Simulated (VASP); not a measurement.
# Na (Fm-3m) in VASP: notebook, part 2 of 2

VASP 6.6.1.

### 4 Single point, PBE

This run uses another cell than the first one, of 37.63 Å³/atom, 1.018 times its volume.

Input file INCAR:

```
SYSTEM = Na
  PREC = Accurate
  ENCUT = 520
  EDIFF = 1E-6
  ISMEAR = -1
  SIGMA = 0.1
  LREAL = .False.
  LASPH = .True.
  NELM = 80
  ALGO = Normal
  ISIF = 2
  LWAVE = .False.
  LCHARG = .False.
  GGA = PE
  NBANDS = 10
```

Input file KPOINTS:

```
Automatic mesh
0
Gamma
  13 13 13
  0 0 0
```

Input file POSCAR:

```
Na
1.0
    0.0000000000      2.6597934526      2.6597934526
    2.6597934526      0.0000000000      2.6597934526
    2.6597934526      2.6597934526      0.0000000000
Na
1
Direct
    0.0000000000      0.0000000000      0.0000000000
```

Potentials or basis: VASP PAW PBE potentials, release 64 (Na_pv).

On the command line:

```sh
cat potpaw_PBE.64/Na_pv/POTCAR > POTCAR
mpirun -np 1 vasp_std > vasp.out
```

OUTCAR:

```text
SYSTEM = Na
   PREC = Accurate
   ENCUT = 520
   EDIFF = 1E-6
   ISMEAR = -1
   LREAL = .False.
   LASPH = .True.
   NELM = 80
   ISIF = 2
   GGA = PE

 ion  position               nearest neighbor table
   1  0.000  0.000  0.000-

  LATTYP: Found a face centered cubic cell.
 ALAT       =     5.3195869052

  Lattice vectors:

 A1 = (   0.0000000000,   2.6597934526,   2.6597934526)
 A2 = (   2.6597934526,   0.0000000000,   2.6597934526)
 A3 = (   2.6597934526,   2.6597934526,   0.0000000000)

Analysis of symmetry for initial positions (statically):
[... 482 lines left out ...]
      5       2.8659      0.00000
      6       7.7912      0.00000
      7       8.8676      0.00000
      8       9.7530      0.00000
      9      13.6579      0.00000
     10      14.5140      0.00000

 [... further k-points ...]
[... 5 lines left out ...]
  --------------------------------------------------------------------------------------
  -------------------------------------------------------------------------------------
  Total       -0.0302255     -0.0302255     -0.0302255     -0.0000000     -0.0000000      0.0000000
  in kB       -1.2867997     -1.2867997     -1.2867997     -0.0000000     -0.0000000      0.0000000
  external PRESSURE =      -1.2867997 kB  Pullay stress =       0.0000000 kB

 VOLUME and BASIS-vectors are now :
 -----------------------------------------------------------------------------
  energy-cutoff  :      520.00
  volume of cell :       37.63
      direct lattice vectors                 reciprocal lattice vectors
     0.000000000  2.659793453  2.659793453    -0.187984522  0.187984522  0.187984522
     2.659793453  0.000000000  2.659793453     0.187984522 -0.187984522  0.187984522
     2.659793453  2.659793453  0.000000000     0.187984522  0.187984522 -0.187984522

 POSITION                                       TOTAL-FORCE (eV/Angst)
 -----------------------------------------------------------------------------------
      0.00000      0.00000      0.00000         0.000000      0.000000     -0.000000
 -----------------------------------------------------------------------------------
    total drift:                               -0.000000     -0.000000     -0.000000

  FREE ENERGIE OF THE ION-ELECTRON SYSTEM (eV)
  ---------------------------------------------------
  free  energy   TOTEN  =        -1.3180024391 eV

  energy  without entropy=       -1.3003821779  energy(sigma->0) =       -1.30919231
```

OSZICAR:

```text
N       E                     dE             d eps       ncg     rms          rms(c)
DAV:   1     0.294720439221E+02    0.29472E+02   -0.37734E+03  1680   0.592E+02
DAV:   2    -0.695536683082E+00   -0.30168E+02   -0.30042E+02  1732   0.152E+02
DAV:   3    -0.131331286449E+01   -0.61778E+00   -0.61722E+00  2024   0.238E+01
DAV:   4    -0.131861926441E+01   -0.53064E-02   -0.53060E-02  1978   0.219E+00
DAV:   5    -0.131870127958E+01   -0.82015E-04   -0.82014E-04  1972   0.267E-01    0.202E-01
DAV:   6    -0.131830676059E+01    0.39452E-03   -0.46391E-04  1970   0.258E-01    0.136E-01
DAV:   7    -0.131800931207E+01    0.29745E-03   -0.95649E-04  1894   0.309E-01    0.155E-02
DAV:   8    -0.131800207951E+01    0.72326E-05   -0.44356E-05  2096   0.110E-01    0.255E-03
DAV:   9    -0.131800243905E+01   -0.35955E-06   -0.23161E-07  1232   0.487E-03
   1 F= -.13180024E+01 E0= -.13091923E+01  d E =-.176203E-01
```

Wall time 18 s (1 thread of AMD EPYC 9R45 (Zen 5), shared host); peak memory 0.13 GiB.

What came out:

```
Free energy : -1.3180 eV
Pressure    : -0.1 GPa
```

### 5 Relaxation of cell and atoms, PBE

Input file INCAR:

```
PREC = Accurate
ENCUT = 600
EDIFF = 1E-6
ISMEAR = -1
SIGMA = 0.1
LREAL = False
LASPH = True
NELM = 60
ALGO = Normal
ISIF = 3
LWAVE = False
LCHARG = False
GGA = PE
IBRION = 2
NSW = 60
EDIFFG = -0.005
```

Input file KPOINTS:

```
Automatic mesh
0
Gamma
  13 13 13
```

Input file POSCAR:

```
Na
1.0
    0.0000000000      2.6440235555      2.6440235555
    2.6440235555      0.0000000000      2.6440235555
    2.6440235555      2.6440235555      0.0000000000
Na
1
Direct
    0.0000000000      0.0000000000      0.0000000000
```

Potentials or basis: VASP PAW PBE potentials, release 64 (Na_pv).

On the command line:

```sh
cat potpaw_PBE.64/Na_pv/POTCAR > POTCAR
mpirun -np 1 vasp_std > vasp.out
```

OUTCAR:

```text
PREC = Accurate
   ENCUT = 600
   EDIFF = 1E-6
   ISMEAR = -1
   LREAL = False
   LASPH = True
   NELM = 60
   ISIF = 3
   GGA = PE
   IBRION = 2
   NSW = 60
   EDIFFG = -0.005

 ion  position               nearest neighbor table
   1  0.000  0.000  0.000-

  LATTYP: Found a face centered cubic cell.
 ALAT       =     5.2880471110

  Lattice vectors:

 A1 = (   0.0000000000,   2.6440235555,   2.6440235555)
 A2 = (   2.6440235555,   0.0000000000,   2.6440235555)
 A3 = (   2.6440235555,   2.6440235555,   0.0000000000)

Analysis of symmetry for initial positions (statically):
=====================================================================
 Subroutine PRICEL returns:
 Original cell was already a primitive cell.

 Routine SETGRP: Setting up the symmetry group for a
 face centered cubic supercell.

 Subroutine GETGRP returns: Found 48 space group operations
 (whereof 48 operations were pure point group operations)
[... 157 lines left out ...]
  ext. energy  EPLUGINS =         0.00000000
  ---------------------------------------------------
  free energy    TOTEN  =        -1.31810166 eV

  energy without entropy =       -1.30062081  energy(sigma->0) =       -1.30936123

 E-fermi :   0.3451     XC(G=0):  -6.5091

 val. band max:        0.2469943715   @ k =   0.3846   0.3846   0.0000
 cond. band min:       0.3673175879   @ k =  -0.3077   0.2308   0.0769
 fundamental gap:      0.1203232165
 Fermi energy:         0.3450548716

 k-point     1 :       0.0000    0.0000    0.0000
  band No.  band energies     occupation
      1     -24.5586      2.00000
      2     -24.5586      2.00000
      3     -24.5586      2.00000
      4      -2.9482      2.00000
      5      11.4474      0.00000
      6      11.4474      0.00000
      7      11.4474      0.00000
[... 221 lines left out ...]
 k-point    24 :       0.4615    0.1538    0.0000
  band No.  band energies     occupation
      1     -24.5894      2.00000
      2     -24.5673      2.00000
      3     -24.5654      2.00000
      4       0.1202      1.80899
      5       2.9470      0.00000
      6       7.9174      0.00000
      7       9.0174      0.00000

 [... further k-points ...]
[... 5 lines left out ...]
  --------------------------------------------------------------------------------------
  -------------------------------------------------------------------------------------
  Total        0.0040046      0.0040046      0.0040046      0.0000000      0.0000000     -0.0000000
  in kB        0.1735576      0.1735576      0.1735576      0.0000000      0.0000000     -0.0000000
  external PRESSURE =       0.1735576 kB  Pullay stress =       0.0000000 kB

 VOLUME and BASIS-vectors are now :
 -----------------------------------------------------------------------------
  energy-cutoff  :      600.00
  volume of cell :       36.97
      direct lattice vectors                 reciprocal lattice vectors
     0.000000000  2.644023556  2.644023556    -0.189105728  0.189105728  0.189105728
     2.644023556  0.000000000  2.644023556     0.189105728 -0.189105728  0.189105728
     2.644023556  2.644023556  0.000000000     0.189105728  0.189105728 -0.189105728

 POSITION                                       TOTAL-FORCE (eV/Angst)
 -----------------------------------------------------------------------------------
      0.00000      0.00000      0.00000         0.000000     -0.000000     -0.000000
 -----------------------------------------------------------------------------------
    total drift:                               -0.000000     -0.000000     -0.000000

  FREE ENERGIE OF THE ION-ELECTRON SYSTEM (eV)
  ---------------------------------------------------
  free  energy   TOTEN  =        -1.3181016568 eV

  energy  without entropy=       -1.3006208059  energy(sigma->0) =       -1.30936123

 reached required accuracy - stopping structural energy minimisation
```

It took 16 s on 1 thread of AMD EPYC 9R45 (Zen 5), shared host; peak memory 0.13 GiB.

What came out:

```yaml
Free_energy: -1.3181 eV
Pressure_after_relaxing: 0.0 GPa
```

Final structure:
```yaml
crystal:
  lattice:
    - [0.00000, 2.64402, 2.64402]
    - [2.64402, 0.00000, 2.64402]
    - [2.64402, 2.64402, 0.00000]
  atoms:
    - { symbol: Na, position: [0.00000, 0.00000, 0.00000] }
```

Levels at points of the mesh, in eV from the Fermi level:
```
           k point  band 1  band 2  band 3  band 4  band 5  band 6  band 7
(0.00, 0.00, 0.00)  -24.90  -24.90  -24.90   -3.29   11.10   11.10   11.10
```

Caveat: the relaxation stopped at its first step, so nothing moved.

### 6 The runs side by side

| task | cell | cutoff (eV) | gap on the mesh (eV) | pressure (GPa) |
| --- | --- | --- | --- | --- |
| single point | a = 3.739 Å, angles 60.0°, 1 atom | 520 | none | 0.0 |
| single point | a = 3.762 Å, angles 60.0°, 1 atom | 520 | none | -0.1 |
| relaxation of cell and atoms | relaxed from a = 3.739 Å, angles 60.0°, 1 atom | 600 | none | 0.0 |

Alike in all rows: level PBE; potentials or basis VASP PAW PBE potentials, release 64 (Na_pv); no spin polarisation; k mesh 13 × 13 × 13; smearing fermi-dirac 0.1 eV.

Caveats: the relaxation stopped at its first step, so nothing moved (some runs).

Total energies depend on the potentials used, so only differences within one code and one set of settings carry meaning.
